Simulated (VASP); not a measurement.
# MgAgH3: relaxation of cell and atoms with PBEsol

The system is MgAgH3.

```
CELL_PARAMETERS angstrom
1.59209 -5.19230 0.00000
1.59209 5.19230 0.00000
0.00000 0.00000 7.48945
ATOMIC_POSITIONS crystal
Mg 0.24833 0.75167 0.75000
Mg 0.75167 0.24833 0.25000
Ag 0.00000 0.00000 0.00000
Ag 0.00000 0.00000 0.50000
H 0.91421 0.08579 0.75000
H 0.08579 0.91421 0.25000
H 0.36844 0.63156 0.05809
H 0.63156 0.36844 0.94191
H 0.36844 0.63156 0.44191
H 0.63156 0.36844 0.55809
```

```yaml
Program: VASP 6.6.1
Task: relaxation of cell and atoms
Functional: PBEsol
Potentials_or_basis: VASP PAW PBE potentials, release 64 (Mg, Ag, H)
Cutoff: 600 eV
k_mesh: 8 × 8 × 4
Occupations: fermi-dirac, width 0.03 eV
Spin: no spin polarisation
Dipole_correction: no
Further_INCAR_settings: ALGO = Normal; EDIFF = 1e-06; IBRION = 2; EDIFFG = -0.01; NSW = 100; ISIF = 3
```

```json
{
 "Relaxed volume": "9.55 Å³/atom",
 "Relaxed cell": "a = 4.808 Å, b = 4.808 Å, c = 7.157 Å, α = 90.00°, β = 90.00°, γ = 144.76°",
 "Space group after relaxing (to 0.1 Å)": "Cmcm (No. 63)",
 "Energy gained by relaxing": "156.3 meV/atom",
 "Ionic steps": "18",
 "Pressure after relaxing": "-0.1 GPa",
 "Band gap on the k mesh": "0.25 eV (least direct gap 0.63 eV)"
}
```

Step by step:
```csv
step,energy change (eV),largest force (eV/Å),pressure (GPa),volume (Å³)
1,0.0000,0.3189,-11.54,123.82
2,-0.9761,0.4234,-6.93,108.51
3,-1.2944,0.5532,-0.74,98.04
4,-1.3033,0.5904,1.12,95.80
5,-1.3036,0.5816,0.63,96.31
6,-1.4051,0.4584,0.49,95.92
7,-1.5179,0.0887,0.47,94.69
8,-1.5198,0.1275,0.45,94.83
9,-1.5424,0.0830,-0.04,95.41
10,-1.5542,0.0945,-0.61,96.21
11,-1.5580,0.0733,0.27,95.19
12,-1.5580,0.0740,0.22,95.23
13,-1.5600,0.0489,0.10,95.34
14,-1.5609,0.0532,-0.06,95.48
15,-1.5619,0.0396,0.00,95.40
16,-1.5626,0.0108,0.11,95.22
17,-1.5626,0.0160,0.07,95.25
18,-1.5627,0.0016,-0.08,95.47
```

Final structure:
```cif
data_structure
_symmetry_space_group_name_H-M 'P 1'
_symmetry_Int_Tables_number 1
_cell_length_a 4.8077
_cell_length_b 4.8077
_cell_length_c 7.1575
_cell_angle_alpha 90.000
_cell_angle_beta 90.000
_cell_angle_gamma 144.756
_cell_volume 95.47
loop_
_atom_site_label
_atom_site_type_symbol
_atom_site_fract_x
_atom_site_fract_y
_atom_site_fract_z
_atom_site_occupancy
Mg1 Mg 0.25459 0.74541 0.75000 1
Mg2 Mg 0.74541 0.25459 0.25000 1
Ag1 Ag 0.00000 0.00000 0.00000 1
Ag2 Ag 0.00000 0.00000 0.50000 1
H1 H 0.90888 0.09112 0.75000 1
H2 H 0.09112 0.90888 0.25000 1
H3 H 0.35085 0.64915 0.07853 1
H4 H 0.64915 0.35085 0.92147 1
H5 H 0.35085 0.64915 0.42147 1
H6 H 0.64915 0.35085 0.57853 1
```

Levels at points of the mesh, in eV from the valence-band top:
```
           k point  band 13  band 14  band 15  band 16  band 17  band 18  band 19  band 20
(0.00, 0.00, 0.00)    -4.49    -4.28    -3.13    -0.54     1.27     2.15     2.75     3.45
(0.50, 0.00, 0.00)    -4.08    -2.67    -1.09    -0.57     0.25     1.40     1.45     2.37
(0.50, 0.50, 0.00)    -4.64    -4.49    -3.81    -2.58     3.32     3.47     3.89     5.18
(0.00, 0.00, 0.50)    -4.08    -4.08    -2.42    -2.42     0.95     0.95     3.95     3.95
(0.50, 0.00, 0.50)    -2.78    -2.78    -0.89    -0.89     0.71     0.71     2.61     2.61
(0.50, 0.50, 0.50)    -4.57    -4.57    -2.03    -2.03     1.04     1.04     6.28     6.28
```

It took 24 min on 1 thread of Intel(R) Xeon(R) 6975P-C (Granite Rapids), on a shared host, peak memory 0.56 GiB.

Caveat: the volume moved by over 15 % at a fixed basis, so the end points are rough; the PAW data sets were made with another functional, which shifts forces and pressure a little. A k mesh can miss the band edges.
